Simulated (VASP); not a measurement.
Mo, 2 atoms in the cell. It takes space group P6_3/mmc (No. 194, hexagonal). Conventional cell: a = 2.730 Å, b = 2.730 Å, c = 4.839 Å, α = 90.00°, β = 90.00°, γ = 120.00°. Mo (site symmetry -6m2) has 12 Mo at 2.73 to 2.89 Å within 3.6 Å. This isn't the form of Mo at room conditions, which is bcc.

```yaml
Program: VASP 6.6.1
Task: single point
Functional: PBEsol
Potentials_or_basis: VASP PAW PBE potentials, release 64 (Mo_sv)
Cutoff: 520 eV
k_mesh: 18 × 18 × 10
Occupations: gaussian, width 0.1 eV
Spin: no spin polarisation
Dipole_correction: no
Further_INCAR_settings: ALGO = Fast; EDIFF = 1e-07; NBANDS = 21
```

Potentials or basis: VASP PAW PBE potentials, release 64 (Mo_sv).

Command:

```console
$ cat potpaw_PBE.64/Mo_sv/POTCAR > POTCAR
$ mpirun -np 1 vasp_std > vasp.out
```

Hardware: 1 thread of Intel(R) Xeon(R) Platinum 8375C CPU @ 2.90GHz (Ice Lake) (shared host).

Task: Estimate the wall time of this run.

Result: It took 82 s on 1 thread of Intel(R) Xeon(R) Platinum 8375C CPU @ 2.90GHz (Ice Lake), on a shared host, peak memory 0.22 GiB. Counts: scf iterations 15, k points 222.
